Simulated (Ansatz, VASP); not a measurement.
Ga3AsN2 in VASP and in Ansatz

File INCAR:

```
SYSTEM = Ga3AsN2
PREC     = Accurate       ! precision mode
ENCUT    = 520            ! plane-wave cutoff, eV
EDIFF    = 1E-6           ! SCF threshold, eV
ISMEAR   = 0              ! smearing method
SIGMA    = 0.1            ! smearing width, eV
LREAL    = .FALSE.        ! projectors in reciprocal space
LASPH    = .TRUE.         ! aspherical terms in the spheres
NELM     = 80             ! most SCF steps
ALGO     = Normal         ! electronic algorithm
ISIF     = 2              ! what is computed and relaxed
LWAVE    = .FALSE.        ! write WAVECAR
LCHARG   = .FALSE.        ! write CHGCAR
GGA      = PE             ! functional
NBANDS   = 36             ! bands
```

KPOINTS

```
regular mesh
0
G
  6 6 2
  0 0 0
```

File POSCAR:

```
Ga3AsN2
1.0
    3.6134746900      0.0000000000      0.0000000000
   -1.8067373500      3.1293608800      0.0000000000
    0.0000000000      0.0000000000      8.8511692000
Ga As N
3 1 2
Direct
    0.0000000000      0.0000000000      0.0000000000
    0.3333333300      0.6666666700      0.6666666700
    0.6666666700      0.3333333300      0.3333333300
    0.3333333300      0.6666666700      0.9166666700
    0.6666666700      0.3333333300      0.5833333300
    0.0000000000      0.0000000000      0.2500000000
```

Input for Ansatz:

```yaml
crystal:
  lattice:
    - [3.61347469, 0.0, 0.0]
    - [-1.80673735, 3.12936088, 0.0]
    - [0.0, 0.0, 8.8511692]
  atoms:
    - { symbol: Ga, position: [0.0, 0.0, 0.0] }
    - { symbol: Ga, position: [0.33333333, 0.66666667, 0.66666667] }
    - { symbol: Ga, position: [0.66666667, 0.33333333, 0.33333333] }
    - { symbol: As, position: [0.33333333, 0.66666667, 0.91666667] }
    - { symbol: "N", position: [0.66666667, 0.33333333, 0.58333333] }
    - { symbol: "N", position: [0.0, 0.0, 0.25] }
basis:
  ecutwfc: 420
kpoints:
  mp_grid: { grid: [6, 6, 2] }
hamiltonian:
  xc: pbe
scf:
  occupations: { method: gaussian, width: 0.1 }
  lower_state_search: "off"
output:
  forces: true
  stress: true
  eigenvalues: true
```

Alike in both runs: task single point; functional PBE; k mesh 6 × 6 × 2; occupations gaussian, width 0.1 eV; no spin polarisation.

|  | VASP | Ansatz |
| --- | --- | --- |
| version | VASP 6.6.1 | Ansatz 0.2.0 |
| potentials or method | VASP PAW PBE potentials, release 64 (Ga_d, As, N), cutoff 520 eV | scalar-relativistic, plane waves, PAW |
| valence electrons in the cell | 54 | 64 |

VASP gave:

| Property | Result |
| --- | --- |
| gap on the k mesh at the Fermi level (eV) | none |
| pressure (GPa) | -2.1 |
| traceless stress, the component that is largest in VASP (GPa) | -1.05 |
| rms of the force components (eV/Å) | 1.495 |

Task: Estimate Ansatz's values.

Result: gap on the k mesh at the Fermi level (eV): none; pressure (GPa): -2.3; traceless stress, the component that is largest in VASP (GPa): -1.04; rms of the force components (eV/Å): 1.488.

Atom by atom the forces differ by 0.008 eV/Å (rms over components). A gap of «none» marks a metal or a gap that the smearing closes. VASP's potentials hold 54 valence electrons a cell and Ansatz's 64, so a difference there can come from the potentials and not from the codes.
